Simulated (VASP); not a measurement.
Input of a VASP 6.6.1 run:

The input INCAR:

```
SYSTEM = RbBr
  PREC = Accurate
  ENCUT = 520
  EDIFF = 1E-6
  ISMEAR = 0
  SIGMA = 0.05
  LREAL = .False.
  LASPH = .True.
  NELM = 100
  ALGO = Normal
  ISIF = 2
  LWAVE = .False.
  LCHARG = .False.
  GGA = PE
  NBANDS = 15
```

KPOINTS

```
Automatic mesh
0
Gamma
  6 6 6
  0 0 0
```

The input POSCAR:

```
RbBr
1.0
    4.2911203920      0.0000000000      0.0000000000
    0.0000000000      4.2911203920      0.0000000000
    0.0000000000      0.0000000000      4.2911203920
Rb Br
1 1
Direct
    0.0000000000      0.0000000000      0.0000000000
    0.5000000000      0.5000000000      0.5000000000
```

Potentials or basis: VASP PAW PBE potentials, release 64 (Rb_sv, Br).

Command:

```console
$ cat potpaw_PBE.64/Rb_sv/POTCAR potpaw_PBE.64/Br/POTCAR > POTCAR
$ mpirun -np 1 vasp_std > vasp.out
```

**Question.** Estimate the pressure.

**Answer.** -0.8 GPa.

**Question.** What does it give for the band gap on the k mesh?

**Answer.** 3.72 eV, indirect (least direct gap 3.86 eV).

Caveat: the cell differs from its parent crystal (strain +0.040 along x and y, +0.040 along z). A k mesh can miss the band edges.
